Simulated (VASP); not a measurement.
Wanted: the native input for a VASP 6.6.1 run.

* Task: relaxation of cell and atoms
* Functional: PBE
* Potentials or basis: VASP PAW PBE potentials, release 64 (Cs_sv, Tl_d, S)
* Cutoff: 600 eV
* k mesh: 4 × 4 × 4
* Occupations: gaussian, width 0.1 eV
* Spin: no spin polarisation
* Dipole correction: no
* Further INCAR settings: ALGO = Normal; EDIFF = 1e-06; IBRION = 2; EDIFFG = -0.04; NSW = 90; ISIF = 3

The structure of CsTlS lies in POSCAR:

```
CsTlS
1.0
    4.7303721800      0.0000000000      0.0000000000
    0.0000000000      4.7303721800      0.0000000000
    0.0000000000      0.0000000000      5.3777385500
Cs Tl S
1 1 1
Direct
    0.5000000000      0.5000000000      0.5000000000
    0.0000000000      0.0000000000      0.0000000000
    0.0000000000      0.0000000000      0.5000000000
```

The cell was built from a structure type or drawn by symmetry, and may not be a known phase.

These files were run (other wordings do the same):

INCAR

```
SYSTEM = CsTlS
ALGO = Normal
EDIFF = 1E-6
EDIFFG = -0.04
ENCUT = 600
GGA = PE
IBRION = 2
ISIF = 3
ISMEAR = 0
LASPH = .TRUE.
LCHARG = .FALSE.
LREAL = .FALSE.
LWAVE = .FALSE.
NELM = 60
NSW = 90
PREC = Accurate
SIGMA = 0.1
```

KPOINTS

```
k-points
0
G
  4 4 4
  0 0 0
```

Potentials or basis: VASP PAW PBE potentials, release 64 (Cs_sv, Tl_d, S).

The run is started by

```bash
$ cat potpaw_PBE.64/Cs_sv/POTCAR potpaw_PBE.64/Tl_d/POTCAR potpaw_PBE.64/S/POTCAR > POTCAR
$ mpirun -np 1 vasp_std > vasp.out
```

Results of the run:

```json
{
  "Relaxed volume": "46.62 Å³/atom",
  "Relaxed cell": "a = 5.037 Å, b = 5.037 Å, c = 5.513 Å, α = 90.00°, β = 90.00°, γ = 90.00°",
  "Space group after relaxing (to 0.1 Å)": "P4/mmm (No. 123)",
  "Energy gained by relaxing": "43.9 meV/atom",
  "Ionic steps": "7",
  "Pressure after relaxing": "0.0 GPa",
  "Band gap on the k mesh": "zero (bands 14 and 15 overlap by 0.49 eV)"
}
```

Caveat: the volume moved by over 15 % at a fixed basis, so the end points are rough; spin-orbit coupling is left out, which moves the levels of the heavy elements.

Wall time 87 s on 1 thread of Intel(R) Xeon(R) 6975P-C (Granite Rapids), with other jobs on the host, peak memory 0.3 GiB.
